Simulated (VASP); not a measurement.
A run of VASP 6.6.1 is set up as follows.

File INCAR:

```
SYSTEM = Pd
ALGO = Normal
EDIFF = 1E-6
ENCUT = 500
GGA = PE
GGA_COMPAT = .FALSE.
ISIF = 2
ISMEAR = 0
LASPH = .TRUE.
LCHARG = .TRUE.
LELF = .TRUE.
LREAL = .FALSE.
LVHAR = .TRUE.
LWAVE = .FALSE.
NBANDS = 11
NELM = 120
PREC = Accurate
SIGMA = 0.05
```

The input KPOINTS:

```
k-points
0
G
  8 8 8
  0 0 0
```

The input POSCAR:

```
Pd
1.0
   -1.5755058199      1.5755058199      1.5755058199
    1.5755058199     -1.5755058199      1.5755058199
    1.5755058199      1.5755058199     -1.5755058199
Pd
1
Direct
    0.0000000000      0.0000000000      0.0000000000
```

Potentials or basis: VASP PAW PBE potentials, release 64 (Pd).

Run with:

```sh
$ cat potpaw_PBE.64/Pd/POTCAR > POTCAR
$ mpirun -np 1 vasp_std > vasp.out
```

(1) Estimate the band gap on the k mesh.

(2) What does it give for the pressure?

Answers

(1) zero (band 5 reaches 9.37 eV, above the bottom of band 6 at 7.95 eV).

(2) -2.0 GPa.
